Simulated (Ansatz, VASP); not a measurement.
# AlGa3N4: VASP beside Ansatz

```
CELL_PARAMETERS angstrom
4.24208 0.00000 0.00000
0.00000 4.24208 0.00000
0.00000 0.00000 4.46534
ATOMIC_POSITIONS crystal
Al 0.00000 0.00000 0.00000
Ga 0.50000 0.50000 0.00000
Ga 0.50000 0.00000 0.50000
Ga 0.00000 0.50000 0.50000
N 0.75535 0.75535 0.24465
N 0.75535 0.24465 0.75535
N 0.24465 0.75535 0.75535
N 0.24465 0.24465 0.24465
```

Change from the starting cell: strain -0.050 along x and y, +0.000 along z, atoms carried along.

Alike in both runs: task single point; functional r2SCAN; k mesh 6 × 6 × 6; occupations gaussian, width 0.05 eV; no spin polarisation.

|  | VASP | Ansatz |
| --- | --- | --- |
| version | VASP 6.6.1 | Ansatz 0.2.0 |
| potentials or method | VASP PAW PBE potentials, release 64 (Al, Ga_d, N), cutoff 520 eV | scalar-relativistic, plane waves, PAW |
| valence electrons in the cell | 62 | 62 |

VASP gave:

- gap on the k mesh at the Fermi level (eV): 3.48
- least direct gap on the mesh (eV): 3.48
- pressure (GPa): 26.2
- traceless stress, the component that is largest in VASP (GPa): -4.82
- rms of the force components (eV/Å): 0.058

**Question.** Estimate Ansatz's values.

**Answer.** gap on the k mesh at the Fermi level (eV): 3.48; least direct gap on the mesh (eV): 3.48; pressure (GPa): 25.2; traceless stress, the component that is largest in VASP (GPa): -4.88; rms of the force components (eV/Å): 0.030.

VASP's potentials were made for PBE, not for r2SCAN. Atom by atom the forces differ by 0.037 eV/Å (rms over components).
